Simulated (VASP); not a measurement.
Co, 2 atoms in the cell. The structure is trigonal, space group P-3m1 (No. 164). Conventional cell: a = 2.487 Å, b = 2.487 Å, c = 4.063 Å, α = 90.00°, β = 90.00°, γ = 120.00°. Co (site symmetry 3m) has 12 Co at 2.42 to 2.55 Å within 3.2 Å. 

* Program: VASP 6.6.1
* Task: relaxation of cell and atoms
* Functional: PBEsol
* Potentials or basis: VASP PAW PBE potentials, release 64 (Co)
* Cutoff: 600 eV
* k mesh: 14 × 14 × 8
* Occupations: fermi-dirac, width 0.1 eV
* Spin: collinear spin, ferromagnetic start
* Starting moments: [1.8, 1.8] μB
* Dipole correction: no
* Further INCAR settings: ALGO = Normal; EDIFF = 1e-06; IBRION = 2; EDIFFG = -0.05; NSW = 80; ISIF = 3

Potentials or basis: VASP PAW PBE potentials, release 64 (Co).

The run is started by

```sh
$ cat potpaw_PBE.64/Co/POTCAR > POTCAR
$ mpirun -np 1 vasp_std > vasp.out
```

Hardware: 1 thread of Intel(R) Xeon(R) 6975P-C (Granite Rapids), with other jobs on the host.

How long does it take, and how much memory?

Run time: 2.4 min on 1 thread of Intel(R) Xeon(R) 6975P-C (Granite Rapids) (shared host), peak memory 0.22 GiB. Counts: scf iterations 43, k points 168, ion steps 5.
